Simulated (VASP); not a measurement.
Here is a VASP 6.6.1 calculation.

Contents of INCAR:

```
SYSTEM = BN
  PREC = Accurate
  ENCUT = 520
  EDIFF = 1E-6
  ISMEAR = 0
  SIGMA = 0.05
  LREAL = .FALSE.
  LASPH = .TRUE.
  NELM = 80
  ALGO = Normal
  ISIF = 2
  LWAVE = .FALSE.
  LCHARG = .FALSE.
  GGA = PE
  NBANDS = 16
```

Contents of KPOINTS:

```
regular mesh
0
G
  12 12 6
  0 0 0
```

Contents of POSCAR:

```
BN
1.0
    2.5545800960      0.0000000000      0.0000000000
   -1.2772900480      2.2123312591      0.0000000000
    0.0000000000      0.0000000000      4.2245145352
B N
2 2
Direct
    0.6447333481      0.3333333333      0.9998058547
    0.3552666519      0.6666666667      0.4998058547
    0.6901538926      0.3333333333      0.6251941453
    0.3098461074      0.6666666667      0.1251941453
```

Potentials or basis: VASP PAW PBE potentials, release 64 (B, N).

Run with:

```console
$ cat potpaw_PBE.64/B/POTCAR potpaw_PBE.64/N/POTCAR > POTCAR
$ mpirun -np 1 vasp_std > vasp.out
```

(1) What does it give for the pressure?

(2) What does it give for the band gap on the k mesh?

(3) Predict the largest force.

Results:

(1) 0.1 GPa.

(2) 5.10 eV, indirect (least direct gap 8.06 eV).

(3) 0.691 eV/Å.

Caveat: the cell differs from its parent crystal (mode 4 (471.6 1/cm) frozen in, largest displacement -0.060 Å).
